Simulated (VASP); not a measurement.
The system is CdH2O2.

```
Cd H O
1.0
     3.50197    0.00000    0.00000
    -1.75099    3.03280    0.00000
     0.00000    0.00000    4.56918
Cd H O
1 2 2
Direct
  0.00000 0.00000 0.00000
  0.66667 0.33333 0.54687
  0.33333 0.66667 0.45313
  0.66667 0.33333 0.75821
  0.33333 0.66667 0.24179
```

Base run:

- Program: VASP 6.6.1
- Functional: PBEsol
- Potentials or basis: VASP PAW PBE potentials, release 64 (Cd, H, O)
- Cutoff: 600 eV
- k mesh: 6 × 6 × 4, shifted
- Occupations: gaussian, width 0.01 eV
- Spin: no spin polarisation

Its results: band gap on the k mesh 1.91 eV (least direct gap 2.18 eV); pressure 1.9 GPa; largest force 0.724 eV/Å.

**Question.** The run is repeated on the same cell with these changes: k mesh from 6 × 6 × 4, shifted to 3 × 3 × 3, through Γ. What comes out?

**Answer.** Band gap on the k mesh 1.69 eV (least direct gap 1.99 eV); pressure 2.1 GPa; largest force 0.697 eV/Å.

Caveats: some runs use coarse meshes; the PAW data sets were made with another functional, which shifts forces and pressure a little; a shifted mesh leaves out Γ, where band edges can lie (at least some runs); an odd mesh through Γ misses points on the zone boundary, where band edges can lie (at least some runs).
